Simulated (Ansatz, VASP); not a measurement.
## Two plane-wave programs on BiIr

INCAR

```
SYSTEM = BiIr
PREC = Accurate
ENCUT = 500
EDIFF = 1E-6
ISMEAR = 0
SIGMA = 0.05
LREAL = .FALSE.
LASPH = .TRUE.
NELM = 120
ALGO = Normal
ISIF = 2
LWAVE = .FALSE.
LCHARG = .FALSE.
NBANDS = 19
GGA_COMPAT = .FALSE.
```

File KPOINTS:

```
regular mesh
0
G
  10 10 10
  0 0 0
```

Contents of POSCAR:

```
BiIr
1.0
    0.0000000000      3.0674769725      3.0674769725
    3.0674769725      0.0000000000      3.0674769725
    3.0674769725      3.0674769725      0.0000000000
Ir Bi
1 1
Direct
    0.0000000000      0.0000000000      0.0000000000
    0.2500000000      0.2500000000      0.2500000000
```

Input for Ansatz:

```yaml
crystal:
  lattice:
    - [0.0, 3.0674769725, 3.0674769725]
    - [3.0674769725, 0.0, 3.0674769725]
    - [3.0674769725, 3.0674769725, 0.0]
  atoms:
    - { symbol: Ir, position: [0.0, 0.0, 0.0] }
    - { symbol: Bi, position: [0.25, 0.25, 0.25] }
basis:
  ecutwfc: 420
  ecutrho_ratio: 4
kpoints:
  mp_grid: { grid: [10, 10, 10] }
hamiltonian:
  xc: lda
scf:
  occupations: { method: gaussian, width: 0.05 }
output:
  forces: true
  stress: true
  eigenvalues: true
  populations: true
```

Alike in both runs: task single point; functional LDA; k mesh 10 × 10 × 10; occupations gaussian, width 0.05 eV; no spin polarisation.

```csv
,VASP,Ansatz
version,VASP 6.6.1,Ansatz 0.2.0
potentials or method,"VASP PAW LDA potentials, release 64 (Ir, Bi_d), cutoff 500 eV","scalar-relativistic, plane waves, PAW"
valence electrons in the cell,24,32
```

Ansatz gave:

```
gap on the k mesh at the Fermi level (eV) : none
pressure (GPa)                            : -5.7
```

**Question.** Estimate VASP's values.

**Answer.** gap on the k mesh at the Fermi level (eV): none; pressure (GPa): -5.4.

LDA's correlation is that of Perdew and Zunger in VASP and of Perdew and Wang (1992) in Ansatz. A gap of «none» marks a metal or a gap that the smearing closes. VASP's potentials hold 24 valence electrons a cell and Ansatz's 32, so a difference there can come from the potentials and not from the codes.

Neither program's run includes spin-orbit coupling.
